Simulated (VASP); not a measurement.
# Ag (C2/c) in VASP: further runs

Ag is run at these levels: revPBE; tasks: single point.

Program: VASP 6.6.1. These are calculated values, not measurements. Logs are shortened: lines on timing, memory, paths and dates and some standing lists are left out, and cuts for length are marked.

## 1. The cell of the first run

It takes space group C2/c (No. 15, monoclinic). The conventional cell has a = 2.911 Å, b = 5.036 Å, c = 4.832 Å, α = 90.00°, β = 90.27°, γ = 90.00°. Ag (site symmetry 2) has 12 Ag at 2.91 to 2.95 Å within 3.8 Å.

This isn't the form of Ag at room conditions, which is fcc.

## 2. Single point, revPBE (17.71 Å³/atom)

The input, INCAR:

```
  PREC = Accurate
  ENCUT = 520
  EDIFF = 1E-6
  ISMEAR = -1
  SIGMA = 0.1
  LREAL = F
  LASPH = T
  NELM = 60
  ALGO = Normal
  ISIF = 2
  LWAVE = F
  LCHARG = F
  GGA = RE
  NBANDS = 18
```

The input, KPOINTS:

```
regular mesh
0
Gamma
  16 16 7
```

The input, POSCAR:

```
Ag
1.0
   -1.9547384274      1.6060726495      1.4346128811
    1.6060726495     -1.9547384274      1.4346128811
    3.7185710487      3.7185710487     -2.0731948919
Ag
2
Direct
    0.9580074387      0.0419925613      0.0000000000
    0.7919925613      0.2080074387      0.5000000000
```

Potentials or basis: VASP PAW PBE potentials, release 64 (Ag).

Started as:

```sh
$ cat potpaw_PBE.64/Ag/POTCAR > POTCAR
$ mpirun -np 1 vasp_std > vasp.out
```

OUTCAR:

```text
PREC = Accurate
   ENCUT = 520
   EDIFF = 1E-6
   ISMEAR = -1
   LREAL = F
   LASPH = T
   NELM = 60
   ISIF = 2
   GGA = RE

 ion  position               nearest neighbor table
   1  0.958  0.042  0.000-   2 2.94   2 2.94   2 2.94   2 2.94   2 2.95   2 2.95
   2  0.792  0.208  0.500-   1 2.94   1 2.94   1 2.94   1 2.94   1 2.95   1 2.95

  Warning from LATTYP: Got some problem with cell dimensions!
  Tried to take original basis but could not verify dimensions!
  LATTYP: Found a base centered monoclinic cell.
 ALAT       =     2.9112870219
 B/A-ratio  =     1.7297323418
 C/A-ratio  =     1.6596746739
 COS(beta)  =    -0.0046882982

  Lattice vectors:

 A1 = (  -1.9547384274,   1.6060726495,   1.4346128811)
 A2 = (   1.6060726495,  -1.9547384274,   1.4346128811)
 A3 = (   3.3699052708,   3.3699052708,   0.7960308703)

Analysis of symmetry for initial positions (statically):
=====================================================================
 Subroutine PRICEL returns:
 Original cell was already a primitive cell.

 Routine SETGRP: Setting up the symmetry group for a
 base centered monoclinic supercell.

 Subroutine GETGRP returns: Found  4 space group operations
 (whereof  2 operations were pure point group operations)
 out of a pool of  4 trial point group operations.

The static configuration has the point symmetry C_2 .
 The point group associated with its full space group is C_2h.

Analysis of symmetry for dynamics (positions and initial velocities):
=====================================================================
 Subroutine PRICEL returns:
 Original cell was already a primitive cell.

 Routine SETGRP: Setting up the symmetry group for a
 base centered monoclinic supercell.

 Subroutine GETGRP returns: Found  4 space group operations
 (whereof  2 operations were pure point group operations)
 out of a pool of  4 trial point group operations.

The dynamic configuration has the point symmetry C_2 .
 The point group associated with its full space group is C_2h.

 Subroutine INISYM returns: Found  4 space group operations
 (whereof  2 operations are pure point group operations),
 and found     1 'primitive' translations

----------------------------------------------------------------------------------------

                                     Primitive cell

  volume of cell :      35.4178

  direct lattice vectors                    reciprocal lattice vectors
    -1.954738427  1.606072649  1.434612881    -0.036200849  0.244634044  0.373854695
[... 85 lines left out ...]
   NELM   =     60;   NELMIN=  2; NELMDL= -5     # of ELM steps
   EDIFF  = 0.1E-05   stopping-criterion for ELM
   LREAL  =      F    real-space projection
   EDIFFG = 0.1E-04   stopping-criterion for IOM
   NSW    =      0    number of steps for IOM
   IBRION =     -1    ionic relax: 0-MD 1-quasi-New 2-CG
   NFREE  =      0    steps in history (QN), initial steepest desc. (CG)
   ISIF   =      2    stress and relaxation
   ISYM   =      2    0-nonsym 1-usesym 2-fastsym
   POTIM  = 0.5000    time-step for ionic-motion
   TEBEG  =    0.0;   TEEND  =   0.0 temperature during run
   PSTRESS=    0.0 pullay stress
   NELECT =      22.0000    total number of electrons
   NUPDOWN=      -1.0000    fix difference up-down
   EMIN   =  10.00;   EMAX   =-10.00  energy-range for DOS
   EFERMI =   0.00;   METHOD = LEGACY
   ISMEAR =    -1;   SIGMA  =   0.10  broadening in eV -4-tet -1-fermi 0-gaus
   EFERMI_NEDOS =   21; number of points for ismear=-14 and -15
   IALGO  =     38    algorithm
   IMIX   =      4    mixing-type and parameters
     AMIX     =   0.40;   BMIX     =  1.00
     AMIX_MAG =   1.60;   BMIX_MAG =  1.00
  volume/ion in A,a.u.               =      17.71       119.51
  Fermi-wavevector in a.u.,A,eV,Ry     =   1.396824  2.639614 26.546560  1.951117
  Thomas-Fermi vector in A             =   2.520140
   LORBIT       =      0    0 simple, 1 ext, 2 COOP (PROOUT), +10 PAW based schemes
   GGA     = RE    functional components
   LHFCALC =     F    Hartree Fock is set to
   AEXX    =    0.0000 exact exchange contribution
   IVDW    =     0    specifies the selected vdW correction
   LEPSILON=     F    determine dielectric tensor
   LRPA    =     F    only Hartree local field effects (RPA)
 non-spin polarized calculation
  energy-cutoff  :      520.00
  volume of cell :       35.42
 maximum number of plane-waves:       980
 NGX is ok and might be reduce to    24
   NGX = 11   NGY = 11   NGZ = 21

 number of electron      22.0000002 magnetization

 Free energy of the ion-electron system (eV)
  ---------------------------------------------------
  ext. energy  EPLUGINS =         0.00000000
  ---------------------------------------------------
  free energy    TOTEN  =        -4.57716834 eV

  energy without entropy =       -4.55786497  energy(sigma->0) =       -4.56751666

 E-fermi :   8.0400     XC(G=0): -11.8854

 val. band max:        8.0395255737   @ k =   0.5000   0.1875  -0.0000
 cond. band min:       8.0428841022   @ k =  -0.2500   0.1875   0.2857
 fundamental gap:      0.0033585285
 Fermi energy:         8.0399580854

 k-point     1 :       0.0000    0.0000    0.0000
  band No.  band energies     occupation
      1       0.5489      2.00000
      2       1.8344      2.00000
      3       3.2618      2.00000
      4       3.4066      2.00000
      5       3.4194      2.00000
      6       3.6166      2.00000
[... 481 lines left out ...]
      5       3.4621      2.00000
      6       3.6025      2.00000
[... 10 lines left out ...]
     17      25.3067      0.00000
     18      26.4383      0.00000

 [... further k-points ...]

------------------------ aborting loop because EDIFF is reached ----------------------------------------

  FORCE on cell =-STRESS in cart. coord.  units (eV):
  Direction    XX          YY          ZZ          XY          YZ          ZX
  --------------------------------------------------------------------------------------
  -------------------------------------------------------------------------------------
  Total        0.7779730      0.7779730      0.8792411     -0.1594386     -0.0453630     -0.0453630
  in kB       35.1927292     35.1927292     39.7737354     -7.2124345     -2.0520621     -2.0520612
  external PRESSURE =      36.7197312 kB  Pullay stress =       0.0000000 kB

 VOLUME and BASIS-vectors are now :
 -----------------------------------------------------------------------------
  energy-cutoff  :      520.00
  volume of cell :       35.42
      direct lattice vectors                 reciprocal lattice vectors
    -1.954738427  1.606072649  1.434612881    -0.036200849  0.244634044  0.373854695
     1.606072649 -1.954738427  1.434612881     0.244634044 -0.036200849  0.373854695
     3.718571049  3.718571049 -2.073194892     0.144231952  0.144231952  0.035053879

 POSITION                                       TOTAL-FORCE (eV/Angst)
 -----------------------------------------------------------------------------------
     -1.80521      1.45655      1.43461        -0.002741      0.002741      0.000000
      0.64522      2.72468      0.39802         0.002741     -0.002741     -0.000000
 -----------------------------------------------------------------------------------
    total drift:                               -0.000000      0.000000     -0.000000

  FREE ENERGIE OF THE ION-ELECTRON SYSTEM (eV)
  ---------------------------------------------------
  free  energy   TOTEN  =        -4.5771683404 eV

  energy  without entropy=       -4.5578649725  energy(sigma->0) =       -4.56751666
```

stdout:

```text
POSCAR found type information on POSCAR Ag
 POSCAR found :  1 types and       2 ions
 scaLAPACK will be used
 -----------------------------------------------------------------------------
|                                                                             |
|                                                                             |
|     You enforced a specific xc type in the INCAR file but a different       |
|     I HOPE YOU KNOW WHAT YOU ARE DOING!                                     |
|                                                                             |
 -----------------------------------------------------------------------------

 LDA part: xc-table for (Slater+PW92), standard interpolation
 POSCAR, INCAR and KPOINTS ok, starting setup
 FFT: planning ... GRIDC
 FFT: planning ... GRID_SOFT
 FFT: planning ... GRID
 WAVECAR not read
 entering main loop
```

It took 2.9 min on 1 thread of Intel Xeon Platinum 8259CL at 2.50GHz (Skylake/Cascade Lake), shared host; peak memory 0.36 GiB.

What came out:

- Free energy: -4.5772 eV
- Pressure: 3.7 GPa
- Largest force: 0.004 eV/Å
- Band gap on the k mesh: zero (bands 11 and 12 overlap by 6.87 eV)

Forces on the atoms (eV/Å):
```
Ag  -0.003  0.003  0.000
Ag   0.003 -0.003  0.000
```

Caveat: the cell stands under pressure; the PAW data sets were made with another functional, which shifts forces and pressure a little.

## 3. Single point, revPBE (18.45 Å³/atom)

This run uses another cell than the first one, of 18.45 Å³/atom.

The input, INCAR:

```
SYSTEM = Ag
ALGO     = Normal         ! electronic algorithm
EDIFF    = 1E-6           ! SCF threshold, eV
ENCUT    = 520            ! plane-wave cutoff, eV
GGA      = RE             ! functional
ISIF     = 2              ! what is computed and relaxed
ISMEAR   = -1             ! smearing method
LASPH    = .True.         ! aspherical terms in the spheres
LCHARG   = .False.        ! write CHGCAR
LREAL    = .False.        ! projectors in reciprocal space
LWAVE    = .False.        ! write WAVECAR
NBANDS   = 18             ! bands
NELM     = 80             ! most SCF steps
PREC     = Accurate       ! precision mode
SIGMA    = 0.1            ! smearing width, eV
```

The input, KPOINTS:

```
k-points
0
Gamma
  16 16 7
  0 0 0
```

The input, POSCAR:

```
Ag
1.0
   -1.9815189940      1.6280763790      1.4542675548
    1.6280763790     -1.9815189940      1.4542675548
    3.7695167089      3.7695167089     -2.1015983515
Ag
2
Direct
    0.9580074387      0.0419925613      0.0000000000
    0.7919925613      0.2080074387      0.5000000000
```

Potentials or basis: VASP PAW PBE potentials, release 64 (Ag).

Started as:

```sh
$ cat potpaw_PBE.64/Ag/POTCAR > POTCAR
$ mpirun -np 1 vasp_std > vasp.out
```

It took 2.8 min on 1 thread of Intel Xeon Platinum 8259CL at 2.50GHz (Skylake/Cascade Lake), shared host; peak memory 0.38 GiB.

Results (log left out):

```
Free energy            : -4.5945 eV
Pressure               : 0.1 GPa
Band gap on the k mesh : zero (bands 11 and 12 overlap by 6.74 eV)
```

Forces on the atoms (eV/Å):
```
Ag  -0.002  0.002  0.000
Ag   0.002 -0.002  0.000
```

Stress tensor (GPa, compression positive):
```
-0.04 -0.59 -0.19
-0.59 -0.04 -0.19
-0.19 -0.19  0.31
```

Levels at points of the mesh, in eV from the Fermi level:
```csv
k point,band 7,band 8,band 9,band 10,band 11,band 12,band 13,band 14,band 15,band 16
"(0.00, 0.00, 0.00)",-4.30,-3.94,-3.94,-3.11,-3.11,-0.31,2.96,15.50,16.89,17.52
"(0.50, 0.00, 0.00)",-3.14,-3.14,-2.90,-2.89,0.84,0.88,4.15,4.22,13.13,13.13
"(0.50, 0.50, 0.00)",-3.65,-2.98,-2.96,-2.85,0.17,1.44,6.45,6.75,8.64,9.79
```

Caveat: the PAW data sets were made with another functional, which shifts forces and pressure a little.
